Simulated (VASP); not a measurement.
# InAs (F-43m) in VASP: further runs

The runs below take InAs through single point, with PBE.

All numbers are computed with VASP 6.6.1; they aren't measurements. Logs are shortened: lines on timing, memory, paths and dates and some standing lists are left out, and cuts for length are marked.

## (1) The cell of the first run

Symmetry: F-43m, No. 216, cubic system. Conventional cell: a = 5.926 Å, b = 5.926 Å, c = 5.926 Å, α = 90.00°, β = 90.00°, γ = 90.00°. Within 3.4 Å of In (site symmetry -43m) lie 4 As at 2.57 Å. As (site symmetry -43m) has 4 In at 2.57 Å within 3.4 Å.

## (2) Single point, PBE (strain -3.0%)

The input, INCAR:

```
PREC = Accurate
ENCUT = 520
EDIFF = 1E-6
ISMEAR = -1
SIGMA = 0.02
LREAL = F
LASPH = T
NELM = 80
ALGO = Normal
ISIF = 2
LWAVE = F
LCHARG = F
GGA = PE
NBANDS = 16
```

The input, KPOINTS:

```
regular mesh
0
Gamma
  8 8 8
```

The input, POSCAR:

```
InAs
1.0
    0.0000000000      2.9629527589      2.9629527589
    2.9629527589      0.0000000000      2.9629527589
    2.9629527589      2.9629527589      0.0000000000
In As
1 1
Direct
    0.0000000000      0.0000000000      0.0000000000
    0.2500000000      0.2500000000      0.2500000000
```

Potentials or basis: VASP PAW PBE potentials, release 64 (In_d, As).

Launch:

```
$ cat potpaw_PBE.64/In_d/POTCAR potpaw_PBE.64/As/POTCAR > POTCAR
$ mpirun -np 1 vasp_std > vasp.out
```

OUTCAR:

```text
PREC = Accurate
   ENCUT = 520
   EDIFF = 1E-6
   ISMEAR = -1
   LREAL = F
   LASPH = T
   NELM = 80
   ISIF = 2
   GGA = PE

 ion  position               nearest neighbor table
   1  0.000  0.000  0.000-   2 2.57   2 2.57   2 2.57   2 2.57
   2  0.250  0.250  0.250-   1 2.57   1 2.57   1 2.57   1 2.57

  LATTYP: Found a face centered cubic cell.
 ALAT       =     5.9259055178

  Lattice vectors:

 A1 = (   0.0000000000,   2.9629527589,   2.9629527589)
 A2 = (   2.9629527589,   0.0000000000,   2.9629527589)
 A3 = (   2.9629527589,   2.9629527589,   0.0000000000)

Analysis of symmetry for initial positions (statically):
=====================================================================
 Subroutine PRICEL returns:
 Original cell was already a primitive cell.

 Routine SETGRP: Setting up the symmetry group for a
 face centered cubic supercell.

 Subroutine GETGRP returns: Found 24 space group operations
 (whereof 24 operations were pure point group operations)
 out of a pool of 48 trial point group operations.

The static configuration has the point symmetry T_d .

Analysis of symmetry for dynamics (positions and initial velocities):
=====================================================================
 Subroutine PRICEL returns:
 Original cell was already a primitive cell.

 Routine SETGRP: Setting up the symmetry group for a
 face centered cubic supercell.

 Subroutine GETGRP returns: Found 24 space group operations
 (whereof 24 operations were pure point group operations)
 out of a pool of 48 trial point group operations.

The dynamic configuration has the point symmetry T_d .

 Subroutine INISYM returns: Found 24 space group operations
 (whereof 24 operations are pure point group operations),
 and found     1 'primitive' translations

----------------------------------------------------------------------------------------

                                     Primitive cell

  volume of cell :      52.0241

  direct lattice vectors                    reciprocal lattice vectors
     0.000000000  2.962952759  2.962952759    -0.168750581  0.168750581  0.168750581
     2.962952759  0.000000000  2.962952759     0.168750581 -0.168750581  0.168750581
     2.962952759  2.962952759  0.000000000     0.168750581  0.168750581 -0.168750581

  length of vectors
     4.190247976  4.190247976  4.190247976     0.292284580  0.292284580  0.292284580

  position of ions in fractional coordinates (direct lattice)
     0.000000000  0.000000000  0.000000000
     0.250000000  0.250000000  0.250000000

  ion indices of the primitive-cell ions
   primitive index   ion index
                 1           1
                 2           2

----------------------------------------------------------------------------------------

 KPOINTS: regular mesh

Automatic generation of k-mesh.
 Grid dimensions read from file:
 generate k-points for:    8    8    8

 Generating k-lattice:

  Cartesian coordinates                     Fractional coordinates (reciprocal lattice)
    -0.021093823  0.021093823  0.021093823     0.125000000  0.000000000  0.000000000
     0.021093823 -0.021093823  0.021093823     0.000000000  0.125000000  0.000000000
     0.021093823  0.021093823 -0.021093823     0.000000000  0.000000000  0.125000000

  Length of vectors
     0.036535573  0.036535573  0.036535573

  Shift w.r.t. Gamma in fractional coordinates (k-lattice)
     0.000000000  0.000000000  0.000000000

 Subroutine IBZKPT returns following result:
 ===========================================

 Found     29 irreducible k-points:

 Following reciprocal coordinates:
            Coordinates               Weight
  0.000000  0.000000  0.000000      1.000000
  0.125000  0.000000  0.000000      8.000000
  0.250000  0.000000  0.000000      8.000000
  0.375000  0.000000  0.000000      8.000000
  0.500000  0.000000  0.000000      4.000000
  0.125000  0.125000  0.000000      6.000000
[... 16 lines left out ...]
  0.500000  0.250000  0.125000     48.000000
 -0.375000  0.250000  0.125000     24.000000
 [... further k-points ...]
   k-points           NKPTS =     29   k-points in BZ     NKDIM =     29   number of bands    NBANDS=     16
   number of dos      NEDOS =    301   number of ions     NIONS =      2
   total plane-waves  NPLWV =  32768
   dimension x,y,z NGX =    32 NGY =   32 NGZ =   32
   dimension x,y,z NGXF=    64 NGYF=   64 NGZF=   64
   ions per type =               1   1
   NGX,Y,Z   is equivalent  to a cutoff of  12.70, 12.70, 12.70 a.u.
   NGXF,Y,Z  is equivalent  to a cutoff of  25.39, 25.39, 25.39 a.u.
 SYSTEM =  unknown system
   PREC   = accura    normal or accurate (medium, high low for compatibility)
   ISTART =      0    job   : 0-new  1-cont  2-samecut
   ICHARG =      2    charge: 1-file 2-atom 10-const
   ISPIN  =      1    spin polarized calculation?
   LNONCOLLINEAR =      F non collinear calculations
   LSORBIT =      F    spin-orbit coupling
   LASPH  =      T    aspherical Exc in radial PAW
   ENCUT  =  520.0 eV  38.22 Ry    6.18 a.u.   7.79  7.79  7.79*2*pi/ulx,y,z
   NELM   =     80;   NELMIN=  2; NELMDL= -5     # of ELM steps
   EDIFF  = 0.1E-05   stopping-criterion for ELM
   LREAL  =      F    real-space projection
   EDIFFG = 0.1E-04   stopping-criterion for IOM
   NSW    =      0    number of steps for IOM
   IBRION =     -1    ionic relax: 0-MD 1-quasi-New 2-CG
   NFREE  =      0    steps in history (QN), initial steepest desc. (CG)
   ISIF   =      2    stress and relaxation
   ISYM   =      2    0-nonsym 1-usesym 2-fastsym
   POTIM  = 0.5000    time-step for ionic-motion
   TEBEG  =    0.0;   TEEND  =   0.0 temperature during run
   PSTRESS=    0.0 pullay stress
   NELECT =      18.0000    total number of electrons
   NUPDOWN=      -1.0000    fix difference up-down
   EMIN   =  10.00;   EMAX   =-10.00  energy-range for DOS
   EFERMI =   0.00;   METHOD = LEGACY
   ISMEAR =    -1;   SIGMA  =   0.02  broadening in eV -4-tet -1-fermi 0-gaus
   EFERMI_NEDOS =   21; number of points for ismear=-14 and -15
   IALGO  =     38    algorithm
   IMIX   =      4    mixing-type and parameters
     AMIX     =   0.40;   BMIX     =  1.00
     AMIX_MAG =   1.60;   BMIX_MAG =  1.00
  volume/ion in A,a.u.               =      26.01       175.54
  Fermi-wavevector in a.u.,A,eV,Ry     =   1.149293  2.171850 17.971602  1.320875
  Thomas-Fermi vector in A             =   2.285964
   LORBIT       =      0    0 simple, 1 ext, 2 COOP (PROOUT), +10 PAW based schemes
   GGA     = PE    functional components
   LHFCALC =     F    Hartree Fock is set to
   AEXX    =    0.0000 exact exchange contribution
   IVDW    =     0    specifies the selected vdW correction
   LEPSILON=     F    determine dielectric tensor
   LRPA    =     F    only Hartree local field effects (RPA)
 non-spin polarized calculation
  energy-cutoff  :      520.00
  volume of cell :       52.02
 maximum number of plane-waves:      1424
   NGX = 15   NGY = 15   NGZ = 15

 number of electron      18.0000008 magnetization

 Free energy of the ion-electron system (eV)
  ---------------------------------------------------
  ext. energy  EPLUGINS =         0.00000000
  ---------------------------------------------------
  free energy    TOTEN  =        -7.54320576 eV

  energy without entropy =       -7.54315139  energy(sigma->0) =       -7.54317858

 E-fermi :   5.2179     XC(G=0):  -9.3618

 val. band max:        5.1479545612   @ k =   0.0000   0.0000   0.0000
 cond. band min:       5.2646523232   @ k =   0.0000   0.0000   0.0000
 fundamental gap:      0.1166977620
 Fermi energy:         5.2179152144

 k-point     1 :       0.0000    0.0000    0.0000
  band No.  band energies     occupation
      1      -9.3869      2.00000
      2      -9.3869      2.00000
      3      -9.3869      2.00000
      4      -9.2336      2.00000
      5      -9.2336      2.00000
      6      -7.1260      2.00000
[... 8 lines left out ...]
     15      14.9850      0.00000
     16      14.9850      0.00000

 k-point     2 :       0.1250    0.0000    0.0000
  band No.  band energies     occupation
      1      -9.4135      2.00000
      2      -9.3797      2.00000
      3      -9.3797      2.00000
      4      -9.2338      2.00000
      5      -9.2338      2.00000
      6      -6.9453      2.00000
[... 8 lines left out ...]
     15      14.0338      0.00000
     16      14.0338      0.00000

 k-point     3 :       0.2500    0.0000    0.0000
  band No.  band energies     occupation
      1      -9.4716      2.00000
      2      -9.3641      2.00000
      3      -9.3641      2.00000
      4      -9.2323      2.00000
      5      -9.2323      2.00000
      6      -6.4501      2.00000
[... 8 lines left out ...]
     15      13.7914      0.00000
     16      13.7914      0.00000

 k-point     4 :       0.3750    0.0000    0.0000
  band No.  band energies     occupation
      1      -9.5236      2.00000
      2      -9.3520      2.00000
      3      -9.3520      2.00000
      4      -9.2270      2.00000
      5      -9.2270      2.00000
      6      -5.8081      2.00000
[... 8 lines left out ...]
     15      14.8080      0.00000
     16      14.8080      0.00000
[... 324 lines left out ...]
 k-point    22 :       0.3750    0.2500    0.1250
  band No.  band energies     occupation
      1      -9.5171      2.00000
      2      -9.3451      2.00000
      3      -9.3394      2.00000
      4      -9.2489      2.00000
      5      -9.2219      2.00000
      6      -6.0460      2.00000
[... 8 lines left out ...]
     15      15.4997      0.00000
     16      16.2609      0.00000

 k-point    23 :       0.5000    0.2500    0.1250
  band No.  band energies     occupation
      1      -9.5498      2.00000
      2      -9.3384      2.00000
      3      -9.3257      2.00000
      4      -9.2458      2.00000
      5      -9.2221      2.00000
      6      -5.4670      2.00000
[... 8 lines left out ...]
     15      15.7229      0.00000
     16      16.4916      0.00000

 k-point    24 :      -0.3750    0.2500    0.1250
  band No.  band energies     occupation
      1      -9.5621      2.00000
      2      -9.3373      2.00000
      3      -9.3208      2.00000
      4      -9.2404      2.00000
      5      -9.2247      2.00000
      6      -5.1567      2.00000
[... 8 lines left out ...]
     15      15.7166      0.00000
     16      16.5511      0.00000

 [... further k-points ...]

------------------------ aborting loop because EDIFF is reached ----------------------------------------

  FORCE on cell =-STRESS in cart. coord.  units (eV):
  Direction    XX          YY          ZZ          XY          YZ          ZX
  --------------------------------------------------------------------------------------
  -------------------------------------------------------------------------------------
  Total        2.7825365      2.7825365      2.7825365     -0.0000000      0.0000000      0.0000000
  in kB       85.6933796     85.6933796     85.6933796     -0.0000000      0.0000000      0.0000000
  external PRESSURE =      85.6933796 kB  Pullay stress =       0.0000000 kB

 VOLUME and BASIS-vectors are now :
 -----------------------------------------------------------------------------
  energy-cutoff  :      520.00
  volume of cell :       52.02
      direct lattice vectors                 reciprocal lattice vectors
     0.000000000  2.962952759  2.962952759    -0.168750581  0.168750581  0.168750581
     2.962952759  0.000000000  2.962952759     0.168750581 -0.168750581  0.168750581
     2.962952759  2.962952759  0.000000000     0.168750581  0.168750581 -0.168750581

 POSITION                                       TOTAL-FORCE (eV/Angst)
 -----------------------------------------------------------------------------------
      0.00000      0.00000      0.00000        -0.000000     -0.000000     -0.000000
      1.48148      1.48148      1.48148         0.000000      0.000000      0.000000
 -----------------------------------------------------------------------------------
    total drift:                               -0.000000     -0.000000     -0.000000

  FREE ENERGIE OF THE ION-ELECTRON SYSTEM (eV)
  ---------------------------------------------------
  free  energy   TOTEN  =        -7.5432057641 eV

  energy  without entropy=       -7.5431513925  energy(sigma->0) =       -7.54317858
```

It took 37 s on 1 thread of AMD EPYC 7R13, shared host; peak memory 0.15 GiB.

What came out:

```
Free energy            : -7.5432 eV
Pressure               : 8.6 GPa
Band gap on the k mesh : 0.12 eV, direct
```

Caveat: the cell differs from its parent crystal (strain -3.0%); spin-orbit coupling is left out, which moves the levels of the heavy elements.

## (3) Single point, PBE (strain -2.0%)

The input, INCAR:

```
  PREC = Accurate
  ENCUT = 520
  EDIFF = 1E-7
  ISMEAR = -1
  SIGMA = 0.02
  LREAL = F
  LASPH = T
  NELM = 60
  ALGO = Normal
  ISIF = 2
  LWAVE = F
  LCHARG = F
  GGA = PE
  NBANDS = 16
```

KPOINTS is that of step 2.

The input, POSCAR:

```
InAs
1.0
    0.0000000000      2.9934986636      2.9934986636
    2.9934986636      0.0000000000      2.9934986636
    2.9934986636      2.9934986636      0.0000000000
In As
1 1
Direct
    0.0000000000      0.0000000000      0.0000000000
    0.2500000000      0.2500000000      0.2500000000
```

Potentials or basis: VASP PAW PBE potentials, release 64 (In_d, As).

Launch:

```
$ cat potpaw_PBE.64/In_d/POTCAR potpaw_PBE.64/As/POTCAR > POTCAR
$ mpirun -np 1 vasp_std > vasp.out
```

It took 45 s on 1 thread of AMD EPYC 7R13, shared host; peak memory 0.15 GiB.

It converged, with:

```yaml
Free_energy: -7.6178 eV
Pressure: 6.1 GPa
Band_gap_on_the_k_mesh: zero (filled and empty bands touch)
```

Levels at points of the mesh, in eV from the Fermi level:
```csv
k point,band 6,band 7,band 8,band 9,band 10,band 11,band 12,band 13
"(0.00, 0.00, 0.00)",-12.08,-0.06,-0.02,-0.02,-0.02,3.90,3.90,3.90
"(0.50, 0.00, 0.00)",-10.51,-5.94,-1.05,-1.05,1.01,4.68,4.68,6.87
"(0.50, 0.50, 0.00)",-9.93,-5.99,-2.44,-2.44,1.48,2.05,9.36,9.47
```

Caveat: the cell differs from its parent crystal (strain -2.0%); spin-orbit coupling is left out, which moves the levels of the heavy elements.

## (4) Single point, PBE (strain -1.0%)

The input, INCAR:

```
SYSTEM = InAs
PREC     = Accurate       ! precision mode
ENCUT    = 520            ! plane-wave cutoff, eV
EDIFF    = 1E-6           ! SCF threshold, eV
ISMEAR   = -1             ! smearing method
SIGMA    = 0.02           ! smearing width, eV
LREAL    = .False.        ! projectors in reciprocal space
LASPH    = .True.         ! aspherical terms in the spheres
NELM     = 80             ! most SCF steps
ALGO     = Normal         ! electronic algorithm
ISIF     = 2              ! what is computed and relaxed
LWAVE    = .False.        ! write WAVECAR
LCHARG   = .False.        ! write CHGCAR
GGA      = PE             ! functional
NBANDS   = 16             ! bands
```

The input, KPOINTS:

```
Automatic mesh
0
Gamma
  8 8 8
  0 0 0
```

The input, POSCAR:

```
InAs
1.0
    0.0000000000      3.0240445683      3.0240445683
    3.0240445683      0.0000000000      3.0240445683
    3.0240445683      3.0240445683      0.0000000000
In As
1 1
Direct
    0.0000000000      0.0000000000      0.0000000000
    0.2500000000      0.2500000000      0.2500000000
```

Potentials or basis: VASP PAW PBE potentials, release 64 (In_d, As).

Launch:

```
$ cat potpaw_PBE.64/In_d/POTCAR potpaw_PBE.64/As/POTCAR > POTCAR
$ mpirun -np 1 vasp_std > vasp.out
```

OUTCAR:

```text
SYSTEM = InAs
   PREC = Accurate
   ENCUT = 520
   EDIFF = 1E-6
   ISMEAR = -1
   LREAL = .False.
   LASPH = .True.
   NELM = 80
   ISIF = 2
   GGA = PE

 ion  position               nearest neighbor table
   1  0.000  0.000  0.000-   2 2.62   2 2.62   2 2.62   2 2.62
   2  0.250  0.250  0.250-   1 2.62   1 2.62   1 2.62   1 2.62

  LATTYP: Found a face centered cubic cell.
 ALAT       =     6.0480891366

  Lattice vectors:

 A1 = (   0.0000000000,   3.0240445683,   3.0240445683)
[... 624 lines left out ...]
      3      -9.8348      2.00000
      4      -9.7678      2.00000
      5      -9.7553      2.00000
      6      -5.6210      2.00000
[... 8 lines left out ...]
     15      14.9136      0.00000
     16      15.6282      0.00000

 [... further k-points ...]
[... 5 lines left out ...]
  --------------------------------------------------------------------------------------
  -------------------------------------------------------------------------------------
  Total        1.3640288      1.3640288      1.3640288     -0.0000000      0.0000000      0.0000000
  in kB       39.5129606     39.5129606     39.5129606     -0.0000000      0.0000000      0.0000000
  external PRESSURE =      39.5129606 kB  Pullay stress =       0.0000000 kB

 VOLUME and BASIS-vectors are now :
 -----------------------------------------------------------------------------
  energy-cutoff  :      520.00
  volume of cell :       55.31
      direct lattice vectors                 reciprocal lattice vectors
     0.000000000  3.024044568  3.024044568    -0.165341479  0.165341479  0.165341479
     3.024044568  0.000000000  3.024044568     0.165341479 -0.165341479  0.165341479
     3.024044568  3.024044568  0.000000000     0.165341479  0.165341479 -0.165341479

 POSITION                                       TOTAL-FORCE (eV/Angst)
 -----------------------------------------------------------------------------------
      0.00000      0.00000      0.00000        -0.000000      0.000000      0.000000
      1.51202      1.51202      1.51202         0.000000     -0.000000     -0.000000
 -----------------------------------------------------------------------------------
    total drift:                               -0.000000     -0.000000     -0.000000

  FREE ENERGIE OF THE ION-ELECTRON SYSTEM (eV)
  ---------------------------------------------------
  free  energy   TOTEN  =        -7.6700186460 eV

  energy  without entropy=       -7.6698689600  energy(sigma->0) =       -7.66994380
```

It took 43 s on 1 thread of AMD EPYC 7R13, shared host; peak memory 0.16 GiB.

What came out:

```yaml
Free_energy: -7.6700 eV
Pressure: 4.0 GPa
Band_gap_on_the_k_mesh: zero (filled and empty bands touch)
```

Levels at points of the mesh, in eV from the Fermi level:
```
           k point  band 6  band 7  band 8  band 9  band 10  band 11  band 12  band 13
(0.00, 0.00, 0.00)  -11.87   -0.21   -0.01   -0.01    -0.01     3.89     3.89     3.89
(0.50, 0.00, 0.00)  -10.40   -5.77   -1.00   -1.00     0.94     4.66     4.66     6.84
(0.50, 0.50, 0.00)   -9.86   -5.85   -2.33   -2.33     1.53     2.05     9.17     9.25
```

Caveat: the cell differs from its parent crystal (strain -1.0%); spin-orbit coupling is left out, which moves the levels of the heavy elements.

## (5) Single point, PBE (strain +1.0%)

The input, INCAR:

```
SYSTEM = InAs
ALGO = Normal ; EDIFF = 1E-6
ENCUT = 520 ; GGA = PE
ISIF = 2 ; ISMEAR = -1
LASPH = .True. ; LCHARG = .False.
LREAL = .False. ; LWAVE = .False.
NBANDS = 16 ; NELM = 60
PREC = Accurate ; SIGMA = 0.02
```

The input, KPOINTS:

```
k-points
0
Gamma
  8 8 8
  0 0 0
```

The input, POSCAR:

```
InAs
1.0
    0.0000000000      3.0851363778      3.0851363778
    3.0851363778      0.0000000000      3.0851363778
    3.0851363778      3.0851363778      0.0000000000
In As
1 1
Direct
    0.0000000000      0.0000000000      0.0000000000
    0.2500000000      0.2500000000      0.2500000000
```

Launch:

```
$ cat potpaw_PBE.64/In_d/POTCAR potpaw_PBE.64/As/POTCAR > POTCAR
$ mpirun -np 1 vasp_std > vasp.out
```

It took 46 s on 1 thread of AMD EPYC 7R13, shared host; peak memory 0.16 GiB.

Results (log left out):

| Quantity | Value |
| --- | --- |
| Free energy | -7.7156 eV |
| Pressure | 0.4 GPa |
| Band gap on the k mesh | zero (filled and empty bands touch) |

Levels at points of the mesh, in eV from the Fermi level:
| k point | band 7 | band 8 | band 9 | band 10 | band 11 | band 12 |
| --- | --- | --- | --- | --- | --- | --- |
| (0.00, 0.00, 0.00) | -0.52 | -0.01 | -0.01 | -0.01 | 3.86 | 3.86 |
| (0.50, 0.00, 0.00) | -5.48 | -0.92 | -0.92 | 0.81 | 4.62 | 4.62 |
| (0.50, 0.50, 0.00) | -5.60 | -2.14 | -2.14 | 1.63 | 2.03 | 8.79 |

Caveat: the cell differs from its parent crystal (strain +1.0%); spin-orbit coupling is left out, which moves the levels of the heavy elements.

(Part 1 of 2 ends here.)
